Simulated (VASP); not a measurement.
# ZnS (F-43m) in VASP: notebook

ZnS is run at these levels: revPBE+D3(BJ), revPBE+D4, PBE; tasks: single point.

All numbers are computed with VASP 6.6.1; they aren't measurements. Logs are shortened: lines on timing, memory, paths and dates and some standing lists are left out, and cuts for length are marked.

**What was measured.**

“Electronic, vibrational, and thermodynamic properties of ZnS (zincblende and rocksalt structure)”, 2009, arxiv:0911.5022 quotes, for a bulk crystal of ZnS at 19 K: band gap 3.85 eV (direct).

How close the calculation comes is told below.

### Step 1. The cell of the first run

It takes space group F-43m (No. 216, cubic). Conventional cell: a = 5.351 Å, b = 5.351 Å, c = 5.351 Å, α = 90.00°, β = 90.00°, γ = 90.00°. Within 3.1 Å of Zn (site symmetry -43m) lie 4 S at 2.32 Å. Within 3.1 Å of S (site symmetry -43m) lie 4 Zn at 2.32 Å.

### Step 2. Single point, revPBE+D3(BJ)

The input, INCAR:

```
PREC     = Accurate       # precision mode
ENCUT    = 520            # plane-wave cutoff, eV
EDIFF    = 1E-6           # SCF threshold, eV
ISMEAR   = -1             # smearing method
SIGMA    = 0.05           # smearing width, eV
LREAL    = F              # projectors in reciprocal space
LASPH    = T              # aspherical terms in the spheres
NELM     = 100            # most SCF steps
ALGO     = Normal         # electronic algorithm
ISIF     = 2              # what is computed and relaxed
LWAVE    = F              # write WAVECAR
LCHARG   = T              # write CHGCAR
GGA      = RE             # functional
IVDW     = 12             # dispersion correction
LELF     = T              # ELF
LVHAR    = T            
NBANDS   = 16             # bands
```

The input, KPOINTS:

```
Automatic mesh
0
Gamma
  9 9 9
```

The input, POSCAR:

```
ZnS
1.0
    0.0000000000      2.6755372029      2.6755372029
    2.6755372029      0.0000000000      2.6755372029
    2.6755372029      2.6755372029      0.0000000000
Zn S
1 1
Direct
    0.7500000000      0.7500000000      0.7500000000
    0.0000000000      0.0000000000      0.0000000000
```

Potentials or basis: VASP PAW PBE potentials, release 64 (Zn, S).

Run with:

```console
$ cat potpaw_PBE.64/Zn/POTCAR potpaw_PBE.64/S/POTCAR > POTCAR
$ mpirun -np 1 vasp_std > vasp.out
```

OUTCAR:

```text
PREC = Accurate
   ENCUT = 520
   EDIFF = 1E-6
   ISMEAR = -1
   LREAL = F
   LASPH = T
   NELM = 100
   ISIF = 2
   GGA = RE
   IVDW = 12
 IVDW          = 12

 ion  position               nearest neighbor table
   1  0.750  0.750  0.750-   2 2.32   2 2.32   2 2.32   2 2.32
   2  0.000  0.000  0.000-   1 2.32   1 2.32   1 2.32   1 2.32

  LATTYP: Found a face centered cubic cell.
 ALAT       =     5.3510744058

  Lattice vectors:

 A1 = (   0.0000000000,   2.6755372029,   2.6755372029)
 A2 = (   2.6755372029,   0.0000000000,   2.6755372029)
 A3 = (   2.6755372029,   2.6755372029,   0.0000000000)

Analysis of symmetry for initial positions (statically):
=====================================================================
 Subroutine PRICEL returns:
 Original cell was already a primitive cell.

 Routine SETGRP: Setting up the symmetry group for a
 face centered cubic supercell.

 Subroutine GETGRP returns: Found 24 space group operations
 (whereof 24 operations were pure point group operations)
 out of a pool of 48 trial point group operations.

The static configuration has the point symmetry T_d .

Analysis of symmetry for dynamics (positions and initial velocities):
=====================================================================
 Subroutine PRICEL returns:
 Original cell was already a primitive cell.

 Routine SETGRP: Setting up the symmetry group for a
 face centered cubic supercell.

 Subroutine GETGRP returns: Found 24 space group operations
 (whereof 24 operations were pure point group operations)
 out of a pool of 48 trial point group operations.

The dynamic configuration has the point symmetry T_d .

 Subroutine INISYM returns: Found 24 space group operations
 (whereof 24 operations are pure point group operations),
 and found     1 'primitive' translations

----------------------------------------------------------------------------------------

                                     Primitive cell

  volume of cell :      38.3057

  direct lattice vectors                    reciprocal lattice vectors
     0.000000000  2.675537203  2.675537203    -0.186878358  0.186878358  0.186878358
     2.675537203  0.000000000  2.675537203     0.186878358 -0.186878358  0.186878358
     2.675537203  2.675537203  0.000000000     0.186878358  0.186878358 -0.186878358

  length of vectors
     3.783780999  3.783780999  3.783780999     0.323682811  0.323682811  0.323682811

  position of ions in fractional coordinates (direct lattice)
     0.750000000  0.750000000  0.750000000
     0.000000000  0.000000000  0.000000000

  ion indices of the primitive-cell ions
   primitive index   ion index
                 1           1
                 2           2

----------------------------------------------------------------------------------------

 KPOINTS: Automatic mesh

Automatic generation of k-mesh.
 Grid dimensions read from file:
 generate k-points for:    9    9    9

 Generating k-lattice:

  Cartesian coordinates                     Fractional coordinates (reciprocal lattice)
    -0.020764262  0.020764262  0.020764262     0.111111111  0.000000000  0.000000000
     0.020764262 -0.020764262  0.020764262     0.000000000  0.111111111  0.000000000
     0.020764262  0.020764262 -0.020764262     0.000000000  0.000000000  0.111111111

  Length of vectors
     0.035964757  0.035964757  0.035964757

  Shift w.r.t. Gamma in fractional coordinates (k-lattice)
     0.000000000  0.000000000  0.000000000

 Subroutine IBZKPT returns following result:
 ===========================================

 Found     35 irreducible k-points:

 Following reciprocal coordinates:
            Coordinates               Weight
  0.000000  0.000000  0.000000      1.000000
  0.111111  0.000000  0.000000      8.000000
  0.222222  0.000000  0.000000      8.000000
  0.333333  0.000000  0.000000      8.000000
  0.444444  0.000000  0.000000      8.000000
  0.111111  0.111111  0.000000      6.000000
[... 16 lines left out ...]
 -0.333333  0.333333  0.000000     12.000000
  0.444444  0.444444  0.000000      6.000000
 [... further k-points ...]
   k-points           NKPTS =     35   k-points in BZ     NKDIM =     35   number of bands    NBANDS=     16
   number of dos      NEDOS =    301   number of ions     NIONS =      2
   total plane-waves  NPLWV =  21952
   dimension x,y,z NGX =    28 NGY =   28 NGZ =   28
   dimension x,y,z NGXF=    56 NGYF=   56 NGZF=   56
   ions per type =               1   1
   NGX,Y,Z   is equivalent  to a cutoff of  12.30, 12.30, 12.30 a.u.
   NGXF,Y,Z  is equivalent  to a cutoff of  24.60, 24.60, 24.60 a.u.
 SYSTEM =  unknown system
   PREC   = accura    normal or accurate (medium, high low for compatibility)
   ISTART =      0    job   : 0-new  1-cont  2-samecut
   ICHARG =      2    charge: 1-file 2-atom 10-const
   ISPIN  =      1    spin polarized calculation?
   LNONCOLLINEAR =      F non collinear calculations
   LSORBIT =      F    spin-orbit coupling
   LASPH  =      T    aspherical Exc in radial PAW
   ENCUT  =  520.0 eV  38.22 Ry    6.18 a.u.   7.04  7.04  7.04*2*pi/ulx,y,z
   NELM   =    100;   NELMIN=  2; NELMDL= -5     # of ELM steps
   EDIFF  = 0.1E-05   stopping-criterion for ELM
   LREAL  =      F    real-space projection
   EDIFFG = 0.1E-04   stopping-criterion for IOM
   NSW    =      0    number of steps for IOM
   IBRION =     -1    ionic relax: 0-MD 1-quasi-New 2-CG
   NFREE  =      0    steps in history (QN), initial steepest desc. (CG)
   ISIF   =      2    stress and relaxation
   ISYM   =      2    0-nonsym 1-usesym 2-fastsym
   POTIM  = 0.5000    time-step for ionic-motion
   TEBEG  =    0.0;   TEEND  =   0.0 temperature during run
   PSTRESS=    0.0 pullay stress
   NELECT =      18.0000    total number of electrons
   NUPDOWN=      -1.0000    fix difference up-down
   EMIN   =  10.00;   EMAX   =-10.00  energy-range for DOS
   EFERMI =   0.00;   METHOD = LEGACY
   ISMEAR =    -1;   SIGMA  =   0.05  broadening in eV -4-tet -1-fermi 0-gaus
   EFERMI_NEDOS =   21; number of points for ismear=-14 and -15
   IALGO  =     38    algorithm
   IMIX   =      4    mixing-type and parameters
     AMIX     =   0.40;   BMIX     =  1.00
     AMIX_MAG =   1.60;   BMIX_MAG =  1.00
  volume/ion in A,a.u.               =      19.15       129.25
  Fermi-wavevector in a.u.,A,eV,Ry     =   1.272755  2.405157 22.040135  1.619904
  Thomas-Fermi vector in A             =   2.405616
   LORBIT       =      0    0 simple, 1 ext, 2 COOP (PROOUT), +10 PAW based schemes
   GGA     = RE    functional components
   LHFCALC =     F    Hartree Fock is set to
   AEXX    =    0.0000 exact exchange contribution
   IVDW    =    12    specifies the selected vdW correction
   LEPSILON=     F    determine dielectric tensor
   LRPA    =     F    only Hartree local field effects (RPA)
 non-spin polarized calculation
  energy-cutoff  :      520.00
  volume of cell :       38.31
 maximum number of plane-waves:      1042
   NGX = 13   NGY = 13   NGZ = 13

 number of electron      18.0000017 magnetization

 Free energy of the ion-electron system (eV)
  ---------------------------------------------------
  ext. energy  EPLUGINS =         0.00000000
  ---------------------------------------------------
  free energy    TOTEN  =        -6.22819822 eV

  energy without entropy =       -6.22819822  energy(sigma->0) =       -6.22819822

 E-fermi :   3.4653     XC(G=0):  -9.6136

 val. band max:        2.4691074360   @ k =   0.0000   0.0000   0.0000
 cond. band min:       4.8347733343   @ k =   0.0000   0.0000   0.0000
 fundamental gap:      2.3656658983
 Fermi energy:         3.4653425625

 k-point     1 :       0.0000    0.0000    0.0000
  band No.  band energies     occupation
      1     -10.8702      2.00000
      2      -3.9591      2.00000
      3      -3.9591      2.00000
      4      -3.9591      2.00000
      5      -3.4210      2.00000
      6      -3.4210      2.00000
[... 8 lines left out ...]
     15      14.2439      0.00000
     16      14.6956      0.00000

 k-point     2 :       0.1111    0.0000    0.0000
  band No.  band energies     occupation
      1     -10.7732      2.00000
      2      -3.9603      2.00000
      3      -3.9411      2.00000
      4      -3.9411      2.00000
      5      -3.4226      2.00000
      6      -3.4226      2.00000
[... 8 lines left out ...]
     15      13.7464      0.00000
     16      15.3670      0.00000

 k-point     3 :       0.2222    0.0000    0.0000
  band No.  band energies     occupation
      1     -10.5108      2.00000
      2      -3.9354      2.00000
      3      -3.8988      2.00000
      4      -3.8988      2.00000
      5      -3.4214      2.00000
      6      -3.4214      2.00000
[... 8 lines left out ...]
     15      13.4087      0.00000
     16      15.1070      0.00000

 k-point     4 :       0.3333    0.0000    0.0000
  band No.  band energies     occupation
      1     -10.1765      2.00000
      2      -3.8587      2.00000
      3      -3.8587      2.00000
      4      -3.8018      2.00000
      5      -3.4081      2.00000
      6      -3.4081      2.00000
[... 8 lines left out ...]
     15      14.1125      0.00000
     16      14.5881      0.00000
[... 324 lines left out ...]
 k-point    22 :      -0.4444    0.3333    0.0000
  band No.  band energies     occupation
      1      -9.6166      2.00000
      2      -3.8983      2.00000
      3      -3.6581      2.00000
      4      -3.5665      2.00000
      5      -3.3732      2.00000
      6      -3.1194      2.00000
[... 8 lines left out ...]
     15      15.5659      0.00000
     16      17.9039      0.00000

 k-point    23 :      -0.3333    0.3333    0.0000
  band No.  band energies     occupation
      1      -9.6500      2.00000
      2      -3.8499      2.00000
      3      -3.6996      2.00000
      4      -3.4841      2.00000
      5      -3.4047      2.00000
      6      -3.1359      2.00000
[... 8 lines left out ...]
     15      14.2241      0.00000
     16      19.2849      0.00000

 k-point    24 :       0.4444    0.4444    0.0000
  band No.  band energies     occupation
      1      -9.6147      2.00000
      2      -4.0132      2.00000
      3      -3.6057      2.00000
      4      -3.6056      2.00000
      5      -3.3415      2.00000
      6      -3.2573      2.00000
[... 8 lines left out ...]
     15      16.0879      0.00000
     16      17.6586      0.00000

 [... further k-points ...]

------------------------ aborting loop because EDIFF is reached ----------------------------------------

 Edisp (eV)   -1.24855

 E8    (eV) :    -0.8353

  FORCE on cell =-STRESS in cart. coord.  units (eV):
  Direction    XX          YY          ZZ          XY          YZ          ZX
  --------------------------------------------------------------------------------------
  -------------------------------------------------------------------------------------
  Total       0.03664     0.03664     0.03664    -0.00000    -0.00000     0.00000
  in kB       1.53232     1.53232     1.53232    -0.00000    -0.00000     0.00000
  external pressure =        1.53 kB  Pullay stress =        0.00 kB

 VOLUME and BASIS-vectors are now :
 -----------------------------------------------------------------------------
  energy-cutoff  :      520.00
  volume of cell :       38.31
      direct lattice vectors                 reciprocal lattice vectors
     0.000000000  2.675537203  2.675537203    -0.186878358  0.186878358  0.186878358
     2.675537203  0.000000000  2.675537203     0.186878358 -0.186878358  0.186878358
     2.675537203  2.675537203  0.000000000     0.186878358  0.186878358 -0.186878358

 POSITION                                       TOTAL-FORCE (eV/Angst)
 -----------------------------------------------------------------------------------
      4.01331      4.01331      4.01331         0.000000      0.000000      0.000000
      0.00000      0.00000      0.00000        -0.000000     -0.000000     -0.000000
 -----------------------------------------------------------------------------------
    total drift:                                0.000002      0.000002      0.000002

  FREE ENERGIE OF THE ION-ELECTRON SYSTEM (eV)
  ---------------------------------------------------
  free  energy   TOTEN  =        -7.4767524841 eV

  energy  without entropy=       -7.4767524840  energy(sigma->0) =       -7.47675248
```

Run time: 8.8 s. Hardware: 1 thread of Intel Xeon 6975P-C (Granite Rapids), shared host; peak memory 0.17 GiB.

What came out:

* Free energy: -7.4768 eV
* Pressure: 0.2 GPa
* Band gap on the k mesh: 2.37 eV, direct
* Dispersion energy per atom: -0.624 eV

Caveat: the PAW data sets were made with another functional, which shifts forces and pressure a little.

(Part 1 of 2 ends here.)
